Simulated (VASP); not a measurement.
Write the native input for VASP 6.6.1 that does the following.

* Task: single point
* Functional: PBE
* Dispersion: D3(BJ)
* Potentials or basis: VASP PAW PBE potentials, release 64 (Li_sv, Mg, C, O)
* Cutoff: 520 eV
* k mesh: 2 × 2 × 1
* Occupations: fermi-dirac, width 0.1 eV
* Spin: no spin polarisation
* Dipole correction: no
* Further INCAR settings: LREAL = Auto; ALGO = Normal; EDIFF = 1e-06; NBANDS = 55

The structure of Li8Mg16CO2 lies in POSCAR:

```
Li8Mg16CO2
1.0
    9.3790480000      0.0000000000      0.0000000000
    0.0000000000     10.0936900000      0.0000000000
    0.0000000000      0.0000000000     17.5407100000
Li Mg C O
8 16 1 2
Direct
    0.6666667022      0.2499999505      0.0570102350
    0.3333332978      0.2499999505      0.0570102350
    0.1582923981      0.2511538397      0.1863624677
    0.7930025521      0.2612602527      0.2020779090
    0.6666667022      0.7499999505      0.0570102350
    0.3333332978      0.7499999505      0.0570102350
    0.1669660929      0.7433743259      0.2087145275
    0.8305619078      0.7563977099      0.1979369136
    0.2863012323     -0.0003026643      0.1288183888
   -0.0534143764      0.0020857585      0.1244324204
    0.6150095404      0.0058384991      0.1273319039
    0.0000000000      0.2499999505      0.0570102350
    0.7775849958      0.0035149683      0.2757035491
    0.4353690268     -0.0235859235      0.2923451217
    0.1096580378      0.0086758163      0.2724784231
    0.4775081650      0.2432401827      0.2282196673
    0.2884420679      0.5021224151      0.1249125035
   -0.0450406054      0.4997415217      0.1297403013
    0.6236889927      0.4961891043      0.1287769993
    0.0000000000      0.7499999505      0.0570102350
    0.7959603149      0.5170028008      0.2804184095
    0.4597299214      0.5036717989      0.2929629416
    0.1188528942      0.4821826309      0.2786613541
    0.5004655057      0.7452919596      0.1964649664
    0.2836299590      0.2113006244      0.3546296017
    0.4657358615      0.3246876019      0.3274820689
    0.1838565065      0.2817416624      0.3613528187
```

The input as run:

INCAR

```
PREC     = Accurate       # precision mode
ENCUT    = 520            # plane-wave cutoff, eV
EDIFF    = 1E-6           # SCF threshold, eV
ISMEAR   = -1             # smearing method
SIGMA    = 0.1            # smearing width, eV
LREAL    = Auto         
LASPH    = T              # aspherical terms in the spheres
NELM     = 60             # most SCF steps
ALGO     = Normal         # electronic algorithm
ISIF     = 2              # what is computed and relaxed
LWAVE    = F              # write WAVECAR
LCHARG   = F              # write CHGCAR
GGA      = PE             # functional
IVDW     = 12             # dispersion correction
NBANDS   = 55             # bands
```

KPOINTS

```
Automatic mesh
0
Gamma
  2 2 1
```

Potentials or basis: VASP PAW PBE potentials, release 64 (Li_sv, Mg, C, O).

Command:

```bash
$ cat potpaw_PBE.64/Li_sv/POTCAR potpaw_PBE.64/Mg/POTCAR potpaw_PBE.64/C/POTCAR potpaw_PBE.64/O/POTCAR > POTCAR
$ mpirun -np 1 vasp_std > vasp.out
```

Results of the run:

```
Largest force              : 0.891 eV/Å
Band gap on the k mesh     : zero (bands 36 and 37 overlap by 0.41 eV)
Dispersion energy per atom : -0.143 eV
```

Caveat: there is no dipole correction, which matters where the two faces differ.

It took 12 min on 1 thread of Intel(R) Xeon(R) 6975P-C (Granite Rapids), with other jobs on the host, peak memory 1.4 GiB.
